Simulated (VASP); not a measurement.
Here is a VASP 6.6.1 calculation.

The input INCAR:

```
PREC = Accurate
ENCUT = 520
EDIFF = 1E-7
ISMEAR = -1
SIGMA = 0.05
LREAL = F
LASPH = T
NELM = 60
ALGO = Fast
ISIF = 2
LWAVE = F
LCHARG = F
GGA = PS
NBANDS = 11
```

Contents of KPOINTS:

```
regular mesh
0
Gamma
  7 7 7
```

POSCAR

```
Ba
1.0
    3.1242955953      0.0000000000      0.0000000000
   -1.5621477977      2.7057193544      0.0000000000
    0.0000000000      0.0000000000      2.8702518829
Ba
1
Direct
    0.0000000000      0.0000000000      0.0000000000
```

Potentials or basis: VASP PAW PBE potentials, release 64 (Ba_sv).

The run is started by

```sh
$ cat potpaw_PBE.64/Ba_sv/POTCAR > POTCAR
$ mpirun -np 1 vasp_std > vasp.out
```

(1) Predict the band gap on the k mesh.

(2) Estimate the pressure.

## Answers

(1) zero (bands 5 and 6 overlap by 3.19 eV).

(2) 38.2 GPa.

Caveat: the cell stands under pressure; the PAW data sets were made with another functional, which shifts forces and pressure a little; spin-orbit coupling is left out, which moves the levels of the heavy elements.
